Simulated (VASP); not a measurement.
MgO (rocksalt type): single point with PBE

MgO (rocksalt type):

```
Mg O
1.0
     0.00000    2.07458    2.07458
     2.07458    0.00000    2.07458
     2.07458    2.07458    0.00000
Mg O
1 1
Cartesian
  0.0000 0.0000 0.0000
  2.0746 2.0746 2.0746
```

```json
{
 "Program": "VASP 6.6.1",
 "Task": "single point",
 "Functional": "PBE",
 "Potentials or basis": "VASP PAW PBE potentials, release 64 (Mg, O)",
 "Cutoff": "520 eV",
 "k mesh": "16 × 16 × 16",
 "Occupations": "fermi-dirac, width 0.05 eV",
 "Spin": "no spin polarisation",
 "Dipole correction": "no",
 "Further INCAR settings": "ALGO = Normal; EDIFF = 1e-07; NBANDS = 11"
}
```

```json
{"Pressure": "12.3 GPa", "Band gap on the k mesh": "5.18 eV, direct"}
```

Levels at points of the mesh, in eV from the valence-band top:
```tsv
k point	band 2	band 3	band 4	band 5	band 6	band 7
(0.00, 0.00, 0.00)	0.00	0.00	0.00	5.18	16.05	16.05
(0.50, 0.00, 0.00)	-4.82	-0.71	-0.71	8.19	13.13	16.78
(0.50, 0.50, 0.00)	-4.27	-1.41	-1.41	9.17	10.47	13.59
```

Wall time 32 s on 1 thread of Intel Xeon 8259CL, with other jobs on the host, peak memory 0.16 GiB.

A k mesh can miss the band edges.
